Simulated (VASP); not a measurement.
# Te (P6_3/mmc) in VASP: further runs, part 2 of 2

VASP 6.6.1. The steps go on from the part before.

## Step 4: Relaxation of cell and atoms, PBEsol

INCAR

```
PREC     = Accurate       # precision mode
ENCUT    = 600            # plane-wave cutoff, eV
EDIFF    = 1E-6           # SCF threshold, eV
ISMEAR   = 0              # smearing method
SIGMA    = 0.1            # smearing width, eV
LREAL    = False          # projectors in reciprocal space
LASPH    = True           # aspherical terms in the spheres
NELM     = 80             # most SCF steps
ALGO     = Fast           # electronic algorithm
ISIF     = 3              # what is computed and relaxed
LWAVE    = False          # write WAVECAR
LCHARG   = False          # write CHGCAR
GGA      = PS             # functional
IBRION   = 2              # ionic algorithm
NSW      = 90             # ionic steps
EDIFFG   = -0.04          # ionic threshold
```

KPOINTS

```
regular mesh
0
Gamma
  6 6 2
```

POSCAR

```
Te
1.0
    4.5627952153      0.0000000000      0.0000000000
   -2.2813976077      3.9514965688      0.0000000000
    0.0000000000      0.0000000000      7.5286121053
Te
4
Direct
    0.3333333333      0.6666666667      0.4375000000
    0.6666666667      0.3333333333      0.9375000000
    0.6666666667      0.3333333333      0.5625000000
    0.3333333333      0.6666666667      0.0625000000
```

Potentials or basis: VASP PAW PBE potentials, release 64 (Te).

On the command line:

```console
$ cat potpaw_PBE.64/Te/POTCAR > POTCAR
$ mpirun -np 1 vasp_std > vasp.out
```

OUTCAR:

```text
PREC = Accurate
   ENCUT = 600
   EDIFF = 1E-6
   ISMEAR = 0
   LREAL = False
   LASPH = True
   NELM = 80
   ISIF = 3
   GGA = PS
   IBRION = 2
   NSW = 90
   EDIFFG = -0.04

 ion  position               nearest neighbor table
   1  0.333  0.667  0.438-   3 2.80   3 2.80   3 2.80   4 2.82
   2  0.667  0.333  0.938-   4 2.80   4 2.80   4 2.80   3 2.82
   3  0.667  0.333  0.562-   1 2.80   1 2.80   1 2.80   2 2.82
   4  0.333  0.667  0.062-   2 2.80   2 2.80   2 2.80   1 2.82

  LATTYP: Found a hexagonal cell.
 ALAT       =     4.5627952153
 C/A-ratio  =     1.6500000000

  Lattice vectors:

 A1 = (   4.5627952153,   0.0000000000,   0.0000000000)
 A2 = (  -2.2813976077,   3.9514965688,   0.0000000000)
 A3 = (   0.0000000000,   0.0000000000,   7.5286121053)

Analysis of symmetry for initial positions (statically):
=====================================================================
 Subroutine PRICEL returns:
 Original cell was already a primitive cell.

 Routine SETGRP: Setting up the symmetry group for a
 hexagonal supercell.

 Subroutine GETGRP returns: Found 24 space group operations
 (whereof 12 operations were pure point group operations)
 out of a pool of 24 trial point group operations.

The static configuration has the point symmetry D_3d.
 The point group associated with its full space group is D_6h.

Analysis of symmetry for dynamics (positions and initial velocities):
=====================================================================
 Subroutine PRICEL returns:
 Original cell was already a primitive cell.

 Routine SETGRP: Setting up the symmetry group for a
 hexagonal supercell.

 Subroutine GETGRP returns: Found 24 space group operations
 (whereof 12 operations were pure point group operations)
 out of a pool of 24 trial point group operations.

The dynamic configuration has the point symmetry D_3d.
 The point group associated with its full space group is D_6h.

 Subroutine INISYM returns: Found 24 space group operations
 (whereof 12 operations are pure point group operations),
 and found     1 'primitive' translations

[... 104 lines left out ...]
   IALGO  =     68    algorithm
   IMIX   =      4    mixing-type and parameters
     AMIX     =   0.40;   BMIX     =  1.00
     AMIX_MAG =   1.60;   BMIX_MAG =  1.00
  volume/ion in A,a.u.               =      33.93       229.00
  Fermi-wavevector in a.u.,A,eV,Ry     =   0.918846  1.736367 11.487100  0.844278
  Thomas-Fermi vector in A             =   2.043974
   LORBIT       =      0    0 simple, 1 ext, 2 COOP (PROOUT), +10 PAW based schemes
   GGA     = PS    functional components
   LHFCALC =     F    Hartree Fock is set to
   AEXX    =    0.0000 exact exchange contribution
   IVDW    =     0    specifies the selected vdW correction
   LEPSILON=     F    determine dielectric tensor
   LRPA    =     F    only Hartree local field effects (RPA)
 conjugate gradient relaxation of ions
 non-spin polarized calculation
 RMM-DIIS sequential band-by-band and
 Gauss-broadening in eV      SIGMA  =   0.10
  energy-cutoff  :      600.00
  volume of cell :      135.74
 maximum number of plane-waves:      4578
   NGX = 19   NGY = 19   NGZ = 31

--------------------------------------- Ionic step        1  -------------------------------------------

 number of electron      24.0000001 magnetization

 Free energy of the ion-electron system (eV)
  ---------------------------------------------------
  ext. energy  EPLUGINS =         0.00000000
  ---------------------------------------------------
  free energy    TOTEN  =       -10.43534045 eV

  energy without entropy =      -10.41815554  energy(sigma->0) =      -10.42674800

 E-fermi :   6.2794     XC(G=0):  -9.0488

 val. band max:        6.2784048298   @ k =   0.3333   0.0000   0.0000
 cond. band min:       6.3035602265   @ k =   0.3333   0.0000   0.0000
 fundamental gap:      0.0251553966
 Fermi energy:         6.2793691316

 k-point     1 :       0.0000    0.0000    0.0000
  band No.  band energies     occupation
      1      -8.6792      2.00000
      2      -7.4796      2.00000
      3      -4.5688      2.00000
      4      -1.2964      2.00000
      5       1.5275      2.00000
      6       1.5275      2.00000
[... 362 lines left out ...]
  FREE ENERGIE OF THE ION-ELECTRON SYSTEM (eV)
  ---------------------------------------------------
  free  energy   TOTEN  =       -11.8271382676 eV

  energy  without entropy=      -11.8033184875  energy(sigma->0) =      -11.81522838

[... ionic steps 4 to 14 ...]

--------------------------------------- Ionic step       15  -------------------------------------------

 number of electron      24.0000000 magnetization

------------------------ aborting loop because EDIFF is reached ----------------------------------------
[... 71 lines left out ...]
--------------------------------------- Ionic step       17  -------------------------------------------

 number of electron      23.9999999 magnetization

 Free energy of the ion-electron system (eV)
  ---------------------------------------------------
  ext. energy  EPLUGINS =         0.00000000
  ---------------------------------------------------
  free energy    TOTEN  =       -12.51295195 eV

  energy without entropy =      -12.50424580  energy(sigma->0) =      -12.50859887

 E-fermi :   2.4108     XC(G=0):  -7.0917

 val. band max:        2.3444355349   @ k =   0.0000   0.0000   0.5000
 cond. band min:       2.4150140191   @ k =   0.1667   0.0000   0.0000
 fundamental gap:      0.0705784842
 Fermi energy:         2.4108493170

 k-point     1 :       0.0000    0.0000    0.0000
  band No.  band energies     occupation
      1     -10.8414      2.00000
      2     -10.7615      2.00000
      3      -6.4403      2.00000
      4      -6.2303      2.00000
      5      -1.4900      2.00000
      6      -1.4900      2.00000
[... 286 lines left out ...]
  FREE ENERGIE OF THE ION-ELECTRON SYSTEM (eV)
  ---------------------------------------------------
  free  energy   TOTEN  =       -12.5129519527 eV

  energy  without entropy=      -12.5042457968  energy(sigma->0) =      -12.50859887

 reached required accuracy - stopping structural energy minimisation
```

OSZICAR:

```text
N       E                     dE             d eps       ncg     rms          rms(c)
DAV:   1     0.130880784197E+03    0.13088E+03   -0.98140E+03   448   0.135E+03
DAV:   2    -0.146903804581E+01   -0.13235E+03   -0.13101E+03   624   0.188E+02
DAV:   3    -0.102678893354E+02   -0.87989E+01   -0.87338E+01   576   0.546E+01
[... 212 lines left out ...]
RMM:   7    -0.125129559045E+02   -0.31992E-04   -0.15146E-04   448   0.865E-02    0.110E-01
RMM:   8    -0.125129572459E+02   -0.13414E-05   -0.59099E-05   449   0.529E-02    0.870E-02
RMM:   9    -0.125129554880E+02    0.17579E-05   -0.26711E-05   451   0.307E-02    0.659E-02
RMM:  10    -0.125129527748E+02    0.27132E-05   -0.79762E-06   367   0.152E-02    0.526E-02
RMM:  11    -0.125129519527E+02    0.82213E-06   -0.10040E-06   267   0.678E-03
  17 F= -.12512952E+02 E0= -.12508599E+02  d E =-.259903E-02
```

CONTCAR:

```text
Te
   1.00000000000000
     4.8720108874417773   -0.0000000000029845    0.0000000000000000
    -2.4360054437768612    4.2192851961389470   -0.0000000000000000
    -0.0000000000000000    0.0000000000000000   10.0113766754289664
  Te
     4
Direct
     0.3333333332999970    0.6666666667000030    0.4610201498021241
     0.6666666667000030    0.3333333332999970    0.9610201498021238
     0.6666666667000030    0.3333333332999970    0.5389798501978762
     0.3333333332999970    0.6666666667000030    0.0389798501978760

  0.00000000E+00  0.00000000E+00  0.00000000E+00
  0.00000000E+00  0.00000000E+00  0.00000000E+00
  0.00000000E+00  0.00000000E+00  0.00000000E+00
  0.00000000E+00  0.00000000E+00  0.00000000E+00
```

It took 15 min on 1 thread of Oxide Virtual Turin-like, shared host; peak memory 0.25 GiB.

What came out:

```
Free energy                           : -12.5130 eV
Relaxed volume                        : 51.45 Å³/atom
Relaxed cell                          : a = 4.872 Å, b = 4.872 Å, c = 10.011 Å, α = 90.00°, β = 90.00°, γ = 120.00°
Space group after relaxing (to 0.1 Å) : P6_3/mmc (No. 194)
Energy gained by relaxing             : 519.4 meV/atom
Ionic steps                           : 17
Pressure after relaxing               : 0.0 GPa
```

Step by step:
| step | energy change (eV) | largest force (eV/Å) | pressure (GPa) | volume (Å³) |
| --- | --- | --- | --- | --- |
| 1 | 0.0000 | 0.2716 | 13.07 | 135.74 |
| 2 | -1.2402 | 0.4688 | -2.41 | 197.70 |
| 3 | -1.3918 | 0.6121 | 0.17 | 177.63 |
| 4 | -1.3925 | 0.6021 | -0.11 | 179.15 |
| 5 | -1.5070 | 0.8277 | -0.41 | 180.24 |
| 6 | -1.7832 | 0.6602 | -0.25 | 182.53 |
| 7 | -1.9842 | 0.3984 | 1.71 | 186.47 |
| 8 | -2.0156 | 0.0249 | 0.94 | 185.33 |
| 9 | -2.0162 | 0.0919 | 1.04 | 185.53 |
| 10 | -2.0384 | 0.1252 | -0.51 | 203.08 |
| 11 | -2.0468 | 0.1288 | 0.00 | 196.52 |
| 12 | -2.0468 | 0.1295 | -0.06 | 197.06 |
| 13 | -2.0632 | 0.1347 | 0.05 | 199.41 |
| 14 | -2.0727 | 0.0460 | 0.42 | 204.73 |
| 15 | -2.0750 | 0.0832 | 0.30 | 203.11 |
| 16 | -2.0686 | 0.1490 | -0.52 | 210.90 |
| 17 | -2.0776 | 0.0014 | 0.04 | 205.80 |

Final structure:
```xyz
4
Lattice="4.8720 0.0000 0.0000 -2.4360 4.2193 0.0000 0.0000 0.0000 10.0114" Properties=species:S:1:pos:R:3 pbc="T T T"
Te    0.0000    2.8129    4.6154
Te    2.4360    1.4064    9.6211
Te    2.4360    1.4064    5.3959
Te    0.0000    2.8129    0.3902
```

Caveat: the k points lie up to 0.31 Å⁻¹ apart in the final cell; the volume moved by over 15 % at a fixed basis, so the end points are rough; the highest band is partly filled, so the run has too few bands; the PAW data sets were made with another functional, which shifts forces and pressure a little; spin-orbit coupling is left out, which moves the levels of the heavy elements; this functional lacks dispersion, which binds layers or chains, so the pressure and a relaxed spacing across them are unreliable.

## Step 5: Single point, PBEsol

This run uses another cell than the first one, of 51.75 Å³/atom.

INCAR

```
ALGO = Fast
EDIFF = 1E-7
ENCUT = 520
GGA = PS
ISIF = 2
ISMEAR = 0
LASPH = True
LCHARG = False
LREAL = False
LWAVE = False
NBANDS = 20
NELM = 80
PREC = Accurate
SIGMA = 0.1
```

KPOINTS

```
k-points
0
Gamma
  12 12 6
```

POSCAR

```
Te
1.0
    4.9052739743      0.0000000000      0.0000000000
   -2.4526369872      4.2480918743      0.0000000000
    0.0000000000      0.0000000000      9.9333943251
Te
4
Direct
    0.3333333333      0.6666666667      0.4634966148
    0.6666666667      0.3333333333      0.9634966148
    0.6666666667      0.3333333333      0.5365033852
    0.3333333333      0.6666666667      0.0365033852
```

Potentials or basis: VASP PAW PBE potentials, release 64 (Te).

On the command line:

```console
$ cat potpaw_PBE.64/Te/POTCAR > POTCAR
$ mpirun -np 1 vasp_std > vasp.out
```

OUTCAR:

```text
EDIFF = 1E-7
   ENCUT = 520
   GGA = PS
   ISIF = 2
   ISMEAR = 0
   LASPH = True
   LREAL = False
   NELM = 80
   PREC = Accurate

 ion  position               nearest neighbor table
   1  0.333  0.667  0.463-   3 2.92   3 2.92   3 2.92
   2  0.667  0.333  0.963-   4 2.92   4 2.92   4 2.92
   3  0.667  0.333  0.537-   1 2.92   1 2.92   1 2.92
   4  0.333  0.667  0.037-   2 2.92   2 2.92   2 2.92

  LATTYP: Found a hexagonal cell.
 ALAT       =     4.9052739743
 C/A-ratio  =     2.0250437340

  Lattice vectors:

 A1 = (   4.9052739743,   0.0000000000,   0.0000000000)
 A2 = (  -2.4526369872,   4.2480918743,   0.0000000000)
 A3 = (   0.0000000000,   0.0000000000,   9.9333943251)

Analysis of symmetry for initial positions (statically):
=====================================================================
 Subroutine PRICEL returns:
 Original cell was already a primitive cell.

 Routine SETGRP: Setting up the symmetry group for a
 hexagonal supercell.

 Subroutine GETGRP returns: Found 24 space group operations
 (whereof 12 operations were pure point group operations)
 out of a pool of 24 trial point group operations.

The static configuration has the point symmetry D_3d.
 The point group associated with its full space group is D_6h.

Analysis of symmetry for dynamics (positions and initial velocities):
=====================================================================
 Subroutine PRICEL returns:
 Original cell was already a primitive cell.

 Routine SETGRP: Setting up the symmetry group for a
 hexagonal supercell.

 Subroutine GETGRP returns: Found 24 space group operations
 (whereof 12 operations were pure point group operations)
[... 121 lines left out ...]
   EFERMI =   0.00;   METHOD = LEGACY
   ISMEAR =     0;   SIGMA  =   0.10  broadening in eV -4-tet -1-fermi 0-gaus
   EFERMI_NEDOS =   21; number of points for ismear=-14 and -15
   IALGO  =     68    algorithm
   IMIX   =      4    mixing-type and parameters
     AMIX     =   0.40;   BMIX     =  1.00
     AMIX_MAG =   1.60;   BMIX_MAG =  1.00
  volume/ion in A,a.u.               =      51.75       349.21
  Fermi-wavevector in a.u.,A,eV,Ry     =   0.798289  1.508548  8.670527  0.637266
  Thomas-Fermi vector in A             =   1.905171
   LORBIT       =      0    0 simple, 1 ext, 2 COOP (PROOUT), +10 PAW based schemes
   GGA     = PS    functional components
   LHFCALC =     F    Hartree Fock is set to
   AEXX    =    0.0000 exact exchange contribution
   IVDW    =     0    specifies the selected vdW correction
   LEPSILON=     F    determine dielectric tensor
   LRPA    =     F    only Hartree local field effects (RPA)
 non-spin polarized calculation
 RMM-DIIS sequential band-by-band and
 Gauss-broadening in eV      SIGMA  =   0.10
  energy-cutoff  :      520.00
  volume of cell :      206.99
 maximum number of plane-waves:      5601
   NGX = 19   NGY = 19   NGZ = 37

 number of electron      23.9999997 magnetization

 Free energy of the ion-electron system (eV)
  ---------------------------------------------------
  ext. energy  EPLUGINS =         0.00000000
  ---------------------------------------------------
  free energy    TOTEN  =       -12.50039558 eV

  energy without entropy =      -12.49311915  energy(sigma->0) =      -12.49675736

 E-fermi :   2.2869     XC(G=0):  -7.0638

 val. band max:        2.2709631336   @ k =   0.0833  -0.0000   0.1667
 cond. band min:       2.2961962585   @ k =   0.0000   0.0000   0.5000
 fundamental gap:      0.0252331249
 Fermi energy:         2.2868552411

 k-point     1 :       0.0000    0.0000    0.0000
  band No.  band energies     occupation
      1     -10.8498      2.00000
      2     -10.7692      2.00000
      3      -6.4648      2.00000
      4      -6.2687      2.00000
      5      -1.5661      2.00000
      6      -1.5661      2.00000
[... 541 lines left out ...]
     19       7.9384      0.00000
     20       8.2198      0.00000

 [... further k-points ...]

------------------------ aborting loop because EDIFF is reached ----------------------------------------

  FORCE on cell =-STRESS in cart. coord.  units (eV):
  Direction    XX          YY          ZZ          XY          YZ          ZX
  --------------------------------------------------------------------------------------
  -------------------------------------------------------------------------------------
  Total        0.0828116      0.0828116     -0.0109253     -0.0000000      0.0000000      0.0000000
  in kB        0.6409840      0.6409840     -0.0845644     -0.0000000      0.0000000      0.0000000
  external PRESSURE =       0.3991345 kB  Pullay stress =       0.0000000 kB

 VOLUME and BASIS-vectors are now :
 -----------------------------------------------------------------------------
  energy-cutoff  :      520.00
  volume of cell :      206.99
      direct lattice vectors                 reciprocal lattice vectors
     4.905273974  0.000000000  0.000000000     0.203862211  0.117699903  0.000000000
    -2.452636987  4.248091874  0.000000000     0.000000000  0.235399805  0.000000000
     0.000000000  0.000000000  9.933394325     0.000000000  0.000000000  0.100670523

 POSITION                                       TOTAL-FORCE (eV/Angst)
 -----------------------------------------------------------------------------------
     -0.00000      2.83206      4.60409         0.000000      0.000000     -0.015187
      2.45264      1.41603      9.57079        -0.000000      0.000000     -0.015187
      2.45264      1.41603      5.32930        -0.000000      0.000000      0.015187
     -0.00000      2.83206      0.36260         0.000000     -0.000000      0.015187
 -----------------------------------------------------------------------------------
    total drift:                               -0.000000     -0.000000      0.000000

  FREE ENERGIE OF THE ION-ELECTRON SYSTEM (eV)
  ---------------------------------------------------
  free  energy   TOTEN  =       -12.5003955756 eV

  energy  without entropy=      -12.4931191517  energy(sigma->0) =      -12.49675736
```

Run time: 11 min. Hardware: 1 thread of Oxide Virtual Turin-like, shared host; peak memory 0.42 GiB.

Results:

```
Free energy            : -12.5004 eV
Pressure               : 0.0 GPa
Largest force          : 0.015 eV/Å
Band gap on the k mesh : zero (bands 12 and 13 overlap by 0.30 eV)
```

Forces in eV/Å, atoms in the order of the input:
```
Te   0.000  0.000 -0.015
Te   0.000  0.000 -0.015
Te   0.000  0.000  0.015
Te   0.000  0.000  0.015
```

Levels at points of the mesh, in eV from the Fermi level:
| k point | band 8 | band 9 | band 10 | band 11 | band 12 | band 13 | band 14 | band 15 | band 16 | band 17 |
| --- | --- | --- | --- | --- | --- | --- | --- | --- | --- | --- |
| (0.00, 0.00, 0.00) | -3.78 | -3.23 | -2.32 | -0.76 | -0.07 | -0.07 | 0.09 | 0.09 | 0.55 | 3.51 |
| (0.50, 0.00, 0.00) | -3.28 | -2.24 | -1.69 | -1.31 | -1.07 | 1.76 | 1.88 | 2.23 | 2.24 | 4.21 |
| (0.00, 0.00, 0.50) | -3.82 | -2.88 | -2.88 | -0.03 | -0.03 | 0.01 | 0.01 | 0.01 | 0.01 | 4.37 |
| (0.50, 0.00, 0.50) | -3.53 | -1.93 | -1.93 | -1.28 | -1.28 | 2.03 | 2.03 | 2.06 | 2.06 | 4.72 |

Caveat: the PAW data sets were made with another functional, which shifts forces and pressure a little; spin-orbit coupling is left out, which moves the levels of the heavy elements; this functional lacks dispersion, which binds layers or chains, so the pressure and a relaxed spacing across them are unreliable.

## Step 6: The runs side by side

```tsv
task	cell	k mesh	cutoff (eV)	gap on the mesh (eV)	pressure (GPa)	largest force (eV/Å)
single point	a = 4.563, b = 4.563, c = 7.529 Å, angles 90.0, 90.0, 120.0°, 4 atoms, atomic positions A	6 × 6 × 4	520	none	13.5	0.39
single point	a = 4.869, b = 4.869, c = 9.969 Å, angles 90.0, 90.0, 120.0°, 4 atoms, atomic positions B	6 × 6 × 2	520	none	0.0	0.02
relaxation of cell and atoms	relaxed from a = 4.563, b = 4.563, c = 7.529 Å, angles 90.0, 90.0, 120.0°, 4 atoms, atomic positions A	6 × 6 × 2	600	-	0.0	-
single point	a = 4.905, b = 4.905, c = 9.933 Å, angles 90.0, 90.0, 120.0°, 4 atoms, atomic positions C	12 × 12 × 6	520	none	0.0	0.02
```

Alike in all rows: level PBEsol; potentials or basis VASP PAW PBE potentials, release 64 (Te); no spin polarisation; smearing gaussian 0.1 eV.

Caveats: some runs use coarse meshes; the PAW data sets were made with another functional, which shifts forces and pressure a little; spin-orbit coupling is left out, which moves the levels of the heavy elements; this functional lacks dispersion, which binds layers or chains, so the pressure and a relaxed spacing across them are unreliable (at least some runs); the cell stands under pressure (at least some runs); the volume moved by over 15 % at a fixed basis, so the end points are rough (at least some runs); the highest band is partly filled, so the run has too few bands (at least some runs).

Total energies depend on the potentials used, so only differences within one code and one set of settings carry meaning.

The gap in the log of VASP goes by the Fermi energy; the results here count the filled bands.